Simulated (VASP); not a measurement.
Input of a VASP 6.6.1 run:

The input INCAR:

```
  PREC = Accurate
  ENCUT = 700
  EDIFF = 1E-6
  ISMEAR = -1
  SIGMA = 0.05
  LREAL = False
  LASPH = True
  NELM = 120
  ALGO = Normal
  ISIF = 2
  LWAVE = False
  LCHARG = False
  GGA = PE
  NBANDS = 16
  GGA_COMPAT = False
```

KPOINTS

```
regular mesh
0
Gamma
  18 18 16
```

The input POSCAR:

```
Cu
1.0
    2.5124720466      0.0000000000      0.0000000000
   -1.2562360233      2.1758646187      0.0000000000
    0.0000000000      0.0000000000      2.4643220364
Cu
1
Direct
    0.0000000000      0.0000000000      0.0000000000
```

Potentials or basis: VASP PAW PBE potentials, release 64 (Cu_sv_GW).

The run is started by

```bash
$ cat potpaw_PBE.64/Cu_sv_GW/POTCAR > POTCAR
$ mpirun -np 1 vasp_std > vasp.out
```

(1) Predict the pressure.

Answers

(1) -8.2 GPa.
